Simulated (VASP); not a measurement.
# Co (P6_3/mmc) in VASP: notebook

Co is run at these levels: PBE; tasks: single point.

Everything below comes from runs of VASP 6.6.1. Logs are shortened: lines on timing, memory, paths and dates and some standing lists are left out, and cuts for length are marked.

**1. The cell of the first run**

It takes space group P6_3/mmc (No. 194, hexagonal). The conventional cell has a = 2.494 Å, b = 2.494 Å, c = 4.028 Å, α = 90.00°, β = 90.00°, γ = 120.00°. Co (site symmetry -6m2) has 12 Co at 2.48 to 2.49 Å within 3.3 Å.

**2. Single point, PBE, collinear spin, ferromagnetic start**

INCAR

```
SYSTEM = Co
ALGO = Normal
EDIFF = 1E-6
ENCUT = 520
GGA = PE
ISIF = 2
ISMEAR = 0
ISPIN = 2
LASPH = .TRUE.
LCHARG = .TRUE.
LELF = .TRUE.
LMAXMIX = 4
LORBIT = 11
LREAL = .FALSE.
LVHAR = .TRUE.
LWAVE = .FALSE.
MAGMOM = 1.69 1.69
NBANDS = 20
NELM = 150
PREC = Accurate
SIGMA = 0.6
```

KPOINTS

```
k-points
0
G
  14 14 8
  0 0 0
```

POSCAR

```
Co
1.0
    2.4935221926      0.0000000000      0.0000000000
   -1.2467610963      2.1594535637      0.0000000000
    0.0000000000      0.0000000000      4.0277844638
Co
2
Direct
    0.3333333333      0.6666666667      0.2500000000
    0.6666666667      0.3333333333      0.7500000000
```

Potentials or basis: VASP PAW PBE potentials, release 64 (Co).

On the command line:

```
$ cat potpaw_PBE.64/Co/POTCAR > POTCAR
$ mpirun -np 1 vasp_std > vasp.out
```

OUTCAR:

```text
SYSTEM = Co
   EDIFF = 1E-6
   ENCUT = 520
   GGA = PE
   ISIF = 2
   ISMEAR = 0
   ISPIN = 2
   LASPH = .TRUE.
   LORBIT = 11
   LREAL = .FALSE.
   NELM = 150
   PREC = Accurate

 ion  position               nearest neighbor table
   1  0.333  0.667  0.250-   2 2.48   2 2.48   2 2.48   2 2.48   2 2.48   2 2.48
   2  0.667  0.333  0.750-   1 2.48   1 2.48   1 2.48   1 2.48   1 2.48   1 2.48

  LATTYP: Found a hexagonal cell.
 ALAT       =     2.4935221926
 C/A-ratio  =     1.6152992244

  Lattice vectors:

 A1 = (   2.4935221926,   0.0000000000,   0.0000000000)
 A2 = (  -1.2467610963,   2.1594535637,   0.0000000000)
 A3 = (   0.0000000000,   0.0000000000,   4.0277844638)

Analysis of symmetry for initial positions (statically):
=====================================================================
 Subroutine PRICEL returns:
 Original cell was already a primitive cell.

 Routine SETGRP: Setting up the symmetry group for a
 hexagonal supercell.

 Subroutine GETGRP returns: Found 24 space group operations
 (whereof 12 operations were pure point group operations)
 out of a pool of 24 trial point group operations.

The static configuration has the point symmetry D_3d.
 The point group associated with its full space group is D_6h.

Analysis of symmetry for dynamics (positions and initial velocities):
=====================================================================
 Subroutine PRICEL returns:
 Original cell was already a primitive cell.

 Routine SETGRP: Setting up the symmetry group for a
 hexagonal supercell.

 Subroutine GETGRP returns: Found 24 space group operations
 (whereof 12 operations were pure point group operations)
 out of a pool of 24 trial point group operations.

The dynamic configuration has the point symmetry D_3d.
 The point group associated with its full space group is D_6h.

Analysis of structural, dynamic, and magnetic symmetry:
=====================================================================
 Subroutine PRICEL returns:
 Original cell was already a primitive cell.

 Routine SETGRP: Setting up the symmetry group for a
 hexagonal supercell.

 Subroutine GETGRP returns: Found 24 space group operations
 (whereof 12 operations were pure point group operations)
 out of a pool of 24 trial point group operations.

The overall configuration has the point symmetry D_3d.
 The point group associated with its full space group is D_6h.

 Subroutine INISYM returns: Found 24 space group operations
 (whereof 12 operations are pure point group operations),
 and found     1 'primitive' translations

----------------------------------------------------------------------------------------
[... 113 lines left out ...]
     AMIX_MAG =   1.60;   BMIX_MAG =  1.00
  volume/ion in A,a.u.               =      10.84        73.18
  Fermi-wavevector in a.u.,A,eV,Ry     =   1.538478  2.907301 32.203818  2.366914
  Thomas-Fermi vector in A             =   2.644841
   LORBIT       =     11    0 simple, 1 ext, 2 COOP (PROOUT), +10 PAW based schemes
   GGA     = PE    functional components
   LHFCALC =     F    Hartree Fock is set to
   AEXX    =    0.0000 exact exchange contribution
   IVDW    =     0    specifies the selected vdW correction
   LEPSILON=     F    determine dielectric tensor
   LRPA    =     F    only Hartree local field effects (RPA)
 spin polarized calculation
 Gauss-broadening in eV      SIGMA  =   0.60
  energy-cutoff  :      520.00
  volume of cell :       21.69
 maximum number of plane-waves:       597
 NGX is ok and might be reduce to    20
   NGX =  9   NGY =  9   NGZ = 15

 number of electron      17.9999996 magnetization       3.0155340

 Free energy of the ion-electron system (eV)
  ---------------------------------------------------
  ext. energy  EPLUGINS =         0.00000000
  ---------------------------------------------------
  free energy    TOTEN  =       -14.25609221 eV

  energy without entropy =      -13.81142837  energy(sigma->0) =      -14.03376029

 E-fermi :  10.2866     XC(G=0): -13.4085

 val. band max:       10.2839438021   @ k =   0.3571   0.0714   0.1250
 cond. band min:      10.2921472180   @ k =   0.4286  -0.0000   0.2500
 fundamental gap:      0.0082034159
 Fermi energy:        10.2866050576

 spin component 1

 k-point     1 :       0.0000    0.0000    0.0000
  band No.  band energies     occupation
      1       1.3433      1.00000
      2       5.1702      1.00000
      3       7.7211      1.00000
      4       7.7302      1.00000
      5       7.7302      1.00000
      6       8.0453      1.00000
[... 541 lines left out ...]
     19      27.0884      0.00000
     20      42.8811      0.00000

 [... further k-points ...]

 spin component 2

 k-point     1 :       0.0000    0.0000    0.0000
  band No.  band energies     occupation
      1       1.3556      1.00000
      2       6.0494      1.00000
      3       9.2310      0.99358
      4       9.2540      0.99253
      5       9.2540      0.99253
      6       9.6187      0.94228
[... 541 lines left out ...]
     19      27.4552      0.00000
     20      43.0678      0.00000

 [... further k-points ...]
[... 5 lines left out ...]
  --------------------------------------------------------------------------------------
  -------------------------------------------------------------------------------------
  Total       -0.0281211     -0.0281211      0.1329276      0.0000000     -0.0000000      0.0000000
  in kB       -2.0773952     -2.0773952      9.8197973      0.0000000     -0.0000000      0.0000000
  external PRESSURE =       1.8883356 kB  Pullay stress =       0.0000000 kB

 VOLUME and BASIS-vectors are now :
 -----------------------------------------------------------------------------
  energy-cutoff  :      520.00
  volume of cell :       21.69
      direct lattice vectors                 reciprocal lattice vectors
     2.493522193  0.000000000  0.000000000     0.401039142  0.231540056  0.000000000
    -1.246761096  2.159453564  0.000000000     0.000000000  0.463080113  0.000000000
     0.000000000  0.000000000  4.027784464     0.000000000  0.000000000  0.248275450

 POSITION                                       TOTAL-FORCE (eV/Angst)
 -----------------------------------------------------------------------------------
     -0.00000      1.43964      1.00695         0.000000      0.000000      0.000000
      1.24676      0.71982      3.02084        -0.000000     -0.000000      0.000000
 -----------------------------------------------------------------------------------
    total drift:                               -0.000000      0.000000     -0.000000

  FREE ENERGIE OF THE ION-ELECTRON SYSTEM (eV)
  ---------------------------------------------------
  free  energy   TOTEN  =       -14.2560922124 eV

  energy  without entropy=      -13.8114283742  energy(sigma->0) =      -14.03376029

 total charge

# of ion       s       p       d       tot
------------------------------------------
    1        0.489   0.521   7.265   8.274
    2        0.489   0.521   7.265   8.274
--------------------------------------------------
tot          0.978   1.042  14.529  16.549

 magnetization (x)

# of ion       s       p       d       tot
------------------------------------------
    1       -0.013  -0.046   1.583   1.524
    2       -0.013  -0.046   1.583   1.524
--------------------------------------------------
tot         -0.026  -0.092   3.166   3.048
```

Wall time 46 s (1 thread of Intel Xeon 6975P-C (Granite Rapids), shared host); peak memory 0.19 GiB.

What came out:

| Property | Result |
| --- | --- |
| Free energy | -14.2561 eV |
| Pressure | 0.2 GPa |
| Net moment | 3.02 μB per cell |
| Site moments | Co +1.52 μB |
| Valence electrons inside the program's atomic spheres | Co 8.27 |

Caveat: so wide a smearing shifts energies and pressures.

**3. Single point, PBE, collinear spin, ferromagnetic start**

INCAR

```
  ALGO = Normal
  EDIFF = 1E-6
  ENCUT = 520
  GGA = PE
  ISIF = 2
  ISMEAR = 0
  ISPIN = 2
  LASPH = T
  LCHARG = F
  LMAXMIX = 4
  LORBIT = 11
  LREAL = F
  LWAVE = F
  MAGMOM = 1.69 1.69
  NBANDS = 20
  NELM = 150
  PREC = Accurate
  SIGMA = 1.0
```

KPOINTS

```
k-points
0
Gamma
  14 14 8
```

POSCAR is that of step 2.

Potentials or basis: VASP PAW PBE potentials, release 64 (Co).

On the command line:

```
$ cat potpaw_PBE.64/Co/POTCAR > POTCAR
$ mpirun -np 1 vasp_std > vasp.out
```

OUTCAR:

```text
EDIFF = 1E-6
   ENCUT = 520
   GGA = PE
   ISIF = 2
   ISMEAR = 0
   ISPIN = 2
   LASPH = T
   LORBIT = 11
   LREAL = F
   NELM = 150
   PREC = Accurate

 ion  position               nearest neighbor table
   1  0.333  0.667  0.250-   2 2.48   2 2.48   2 2.48   2 2.48   2 2.48   2 2.48
   2  0.667  0.333  0.750-   1 2.48   1 2.48   1 2.48   1 2.48   1 2.48   1 2.48

  LATTYP: Found a hexagonal cell.
 ALAT       =     2.4935221926
 C/A-ratio  =     1.6152992244

  Lattice vectors:

 A1 = (   2.4935221926,   0.0000000000,   0.0000000000)
 A2 = (  -1.2467610963,   2.1594535637,   0.0000000000)
 A3 = (   0.0000000000,   0.0000000000,   4.0277844638)

Analysis of symmetry for initial positions (statically):
=====================================================================
 Subroutine PRICEL returns:
 Original cell was already a primitive cell.

 Routine SETGRP: Setting up the symmetry group for a
 hexagonal supercell.

 Subroutine GETGRP returns: Found 24 space group operations
 (whereof 12 operations were pure point group operations)
 out of a pool of 24 trial point group operations.

The static configuration has the point symmetry D_3d.
 The point group associated with its full space group is D_6h.

Analysis of symmetry for dynamics (positions and initial velocities):
=====================================================================
 Subroutine PRICEL returns:
 Original cell was already a primitive cell.

 Routine SETGRP: Setting up the symmetry group for a
 hexagonal supercell.

 Subroutine GETGRP returns: Found 24 space group operations
 (whereof 12 operations were pure point group operations)
 out of a pool of 24 trial point group operations.

The dynamic configuration has the point symmetry D_3d.
 The point group associated with its full space group is D_6h.

Analysis of structural, dynamic, and magnetic symmetry:
=====================================================================
 Subroutine PRICEL returns:
 Original cell was already a primitive cell.

 Routine SETGRP: Setting up the symmetry group for a
 hexagonal supercell.

 Subroutine GETGRP returns: Found 24 space group operations
 (whereof 12 operations were pure point group operations)
 out of a pool of 24 trial point group operations.

The overall configuration has the point symmetry D_3d.
 The point group associated with its full space group is D_6h.

 Subroutine INISYM returns: Found 24 space group operations
 (whereof 12 operations are pure point group operations),
 and found     1 'primitive' translations

----------------------------------------------------------------------------------------

                                     Primitive cell

  volume of cell :      21.6882

  direct lattice vectors                    reciprocal lattice vectors
     2.493522193  0.000000000  0.000000000     0.401039142  0.231540056  0.000000000
    -1.246761096  2.159453564  0.000000000     0.000000000  0.463080113  0.000000000
     0.000000000  0.000000000  4.027784464     0.000000000  0.000000000  0.248275450

[... 66 lines left out ...]
   number of dos      NEDOS =    301   number of ions     NIONS =      2
   total plane-waves  NPLWV =  12000
   dimension x,y,z NGX =    20 NGY =   20 NGZ =   30
   dimension x,y,z NGXF=    40 NGYF=   40 NGZF=   60
   ions per type =               2
   NGX,Y,Z   is equivalent  to a cutoff of  13.33, 13.33, 12.38 a.u.
   NGXF,Y,Z  is equivalent  to a cutoff of  26.67, 26.67, 24.76 a.u.
 SYSTEM =  unknown system
   PREC   = accura    normal or accurate (medium, high low for compatibility)
   ISTART =      0    job   : 0-new  1-cont  2-samecut
   ICHARG =      2    charge: 1-file 2-atom 10-const
   ISPIN  =      2    spin polarized calculation?
   LNONCOLLINEAR =      F non collinear calculations
   LSORBIT =      F    spin-orbit coupling
   LASPH  =      T    aspherical Exc in radial PAW
   ENCUT  =  520.0 eV  38.22 Ry    6.18 a.u.   4.64  4.64  7.49*2*pi/ulx,y,z
   NELM   =    150;   NELMIN=  2; NELMDL= -5     # of ELM steps
   EDIFF  = 0.1E-05   stopping-criterion for ELM
   LREAL  =      F    real-space projection
   EDIFFG = 0.1E-04   stopping-criterion for IOM
   NSW    =      0    number of steps for IOM
   IBRION =     -1    ionic relax: 0-MD 1-quasi-New 2-CG
   NFREE  =      0    steps in history (QN), initial steepest desc. (CG)
   ISIF   =      2    stress and relaxation
   ISYM   =      2    0-nonsym 1-usesym 2-fastsym
   POTIM  = 0.5000    time-step for ionic-motion
   TEBEG  =    0.0;   TEEND  =   0.0 temperature during run
   PSTRESS=    0.0 pullay stress
   NELECT =      18.0000    total number of electrons
   NUPDOWN=      -1.0000    fix difference up-down
   EMIN   =  10.00;   EMAX   =-10.00  energy-range for DOS
   EFERMI =   0.00;   METHOD = LEGACY
   ISMEAR =     0;   SIGMA  =   1.00  broadening in eV -4-tet -1-fermi 0-gaus
   EFERMI_NEDOS =   21; number of points for ismear=-14 and -15
   IALGO  =     38    algorithm
   IMIX   =      4    mixing-type and parameters
     AMIX     =   0.40;   BMIX     =  1.00
     AMIX_MAG =   1.60;   BMIX_MAG =  1.00
  volume/ion in A,a.u.               =      10.84        73.18
  Fermi-wavevector in a.u.,A,eV,Ry     =   1.538478  2.907301 32.203818  2.366914
  Thomas-Fermi vector in A             =   2.644841
   LORBIT       =     11    0 simple, 1 ext, 2 COOP (PROOUT), +10 PAW based schemes
   GGA     = PE    functional components
   LHFCALC =     F    Hartree Fock is set to
   AEXX    =    0.0000 exact exchange contribution
   IVDW    =     0    specifies the selected vdW correction
   LEPSILON=     F    determine dielectric tensor
   LRPA    =     F    only Hartree local field effects (RPA)
 spin polarized calculation
 Gauss-broadening in eV      SIGMA  =   1.00
  energy-cutoff  :      520.00
  volume of cell :       21.69
 maximum number of plane-waves:       597
 NGX is ok and might be reduce to    20
   NGX =  9   NGY =  9   NGZ = 15

 number of electron      17.9999996 magnetization       1.5095581

 Free energy of the ion-electron system (eV)
  ---------------------------------------------------
  ext. energy  EPLUGINS =         0.00000000
  ---------------------------------------------------
  free energy    TOTEN  =       -14.74602025 eV

  energy without entropy =      -12.97426701  energy(sigma->0) =      -13.86014363

 E-fermi :  10.2530     XC(G=0): -13.4180

 val. band max:       10.2482981946   @ k =   0.1429   0.1429   0.5000
 cond. band min:      10.2541076595   @ k =   0.2857   0.2143   0.1250
 fundamental gap:      0.0058094649
 Fermi energy:        10.2529561471

 spin component 1

 k-point     1 :       0.0000    0.0000    0.0000
  band No.  band energies     occupation
      1       1.3362      1.00000
      2       5.3869      1.00000
      3       8.0824      0.99893
      4       8.0961      0.99886
      5       8.0961      0.99886
      6       8.4227      0.99518
[... 541 lines left out ...]
     19      27.1687      0.00000
     20      42.9195      0.00000

 [... further k-points ...]

 spin component 2

 k-point     1 :       0.0000    0.0000    0.0000
  band No.  band energies     occupation
      1       1.3555      1.00000
      2       5.8264      1.00000
      3       8.8270      0.97814
      4       8.8521      0.97621
      5       8.8521      0.97621
      6       9.2027      0.93126
[... 541 lines left out ...]
     19      27.3596      0.00000
     20      43.0270      0.00000

 [... further k-points ...]
[... 5 lines left out ...]
  --------------------------------------------------------------------------------------
  -------------------------------------------------------------------------------------
  Total       -0.2013749     -0.2013749     -0.1034917     -0.0000000     -0.0000000      0.0000000
  in kB      -14.8762222    -14.8762222     -7.6452689     -0.0000000     -0.0000000      0.0000000
  external PRESSURE =     -12.4659044 kB  Pullay stress =       0.0000000 kB

 VOLUME and BASIS-vectors are now :
 -----------------------------------------------------------------------------
  energy-cutoff  :      520.00
  volume of cell :       21.69
      direct lattice vectors                 reciprocal lattice vectors
     2.493522193  0.000000000  0.000000000     0.401039142  0.231540056  0.000000000
    -1.246761096  2.159453564  0.000000000     0.000000000  0.463080113  0.000000000
     0.000000000  0.000000000  4.027784464     0.000000000  0.000000000  0.248275450

 POSITION                                       TOTAL-FORCE (eV/Angst)
 -----------------------------------------------------------------------------------
     -0.00000      1.43964      1.00695        -0.000000      0.000000      0.000000
      1.24676      0.71982      3.02084         0.000000      0.000000      0.000000
 -----------------------------------------------------------------------------------
    total drift:                               -0.000000      0.000000     -0.000000

  FREE ENERGIE OF THE ION-ELECTRON SYSTEM (eV)
  ---------------------------------------------------
  free  energy   TOTEN  =       -14.7460202492 eV

  energy  without entropy=      -12.9742670100  energy(sigma->0) =      -13.86014363

 total charge

# of ion       s       p       d       tot
------------------------------------------
    1        0.487   0.517   7.272   8.276
    2        0.487   0.517   7.272   8.276
--------------------------------------------------
tot          0.974   1.034  14.545  16.553

 magnetization (x)

# of ion       s       p       d       tot
------------------------------------------
    1       -0.006  -0.020   0.786   0.760
    2       -0.006  -0.020   0.786   0.760
--------------------------------------------------
tot         -0.012  -0.040   1.573   1.521
```

OSZICAR:

```text
N       E                     dE             d eps       ncg     rms          rms(c)
DAV:   1     0.840650602841E+02    0.84065E+02   -0.78671E+03 10104   0.119E+03
DAV:   2    -0.122977775260E+02   -0.96363E+02   -0.86820E+02  9768   0.216E+02
DAV:   3    -0.168719241656E+02   -0.45741E+01   -0.43797E+01 10900   0.568E+01
DAV:   4    -0.169408126409E+02   -0.68888E-01   -0.68833E-01 11832   0.616E+00
DAV:   5    -0.169427266388E+02   -0.19140E-02   -0.19139E-02 11164   0.972E-01    0.149E+01
DAV:   6    -0.152149877606E+02    0.17277E+01   -0.73846E+00 10876   0.561E+01    0.629E+00
DAV:   7    -0.147838210522E+02    0.43117E+00   -0.12428E+00 10972   0.209E+01    0.285E+00
DAV:   8    -0.147540299662E+02    0.29791E-01   -0.15267E-02 14928   0.169E+00    0.132E+00
DAV:   9    -0.147463762125E+02    0.76538E-02   -0.13366E-03 15124   0.561E-01    0.366E-01
DAV:  10    -0.147452634931E+02    0.11127E-02   -0.56778E-04 13168   0.329E-01    0.152E-01
DAV:  11    -0.147455198011E+02   -0.25631E-03   -0.10377E-04 13164   0.181E-01    0.114E-01
DAV:  12    -0.147458953848E+02   -0.37558E-03   -0.43191E-04 14332   0.362E-01    0.822E-02
DAV:  13    -0.147459651797E+02   -0.69795E-04   -0.41552E-05 14540   0.876E-02    0.401E-02
DAV:  14    -0.147459921650E+02   -0.26985E-04   -0.11900E-05 14388   0.623E-02    0.306E-02
DAV:  15    -0.147460187482E+02   -0.26583E-04   -0.11592E-04 13956   0.198E-01    0.440E-03
DAV:  16    -0.147460201693E+02   -0.14211E-05   -0.64591E-06 10168   0.194E-02    0.247E-03
DAV:  17    -0.147460202492E+02   -0.79914E-07   -0.60327E-07  5708   0.155E-02
   1 F= -.14746020E+02 E0= -.13860144E+02  d E =-.177175E+01  mag=     1.5084
```

It took 62 s on 1 thread of Intel Xeon 6975P-C (Granite Rapids), shared host; peak memory 0.19 GiB.

What came out:

```
Free energy                                           : -14.7460 eV
Pressure                                              : -1.2 GPa
Net moment                                            : 1.51 μB per cell
Site moments                                          : Co +0.76 μB
Valence electrons inside the program's atomic spheres : Co 8.28
```

Caveat: so wide a smearing shifts energies and pressures.
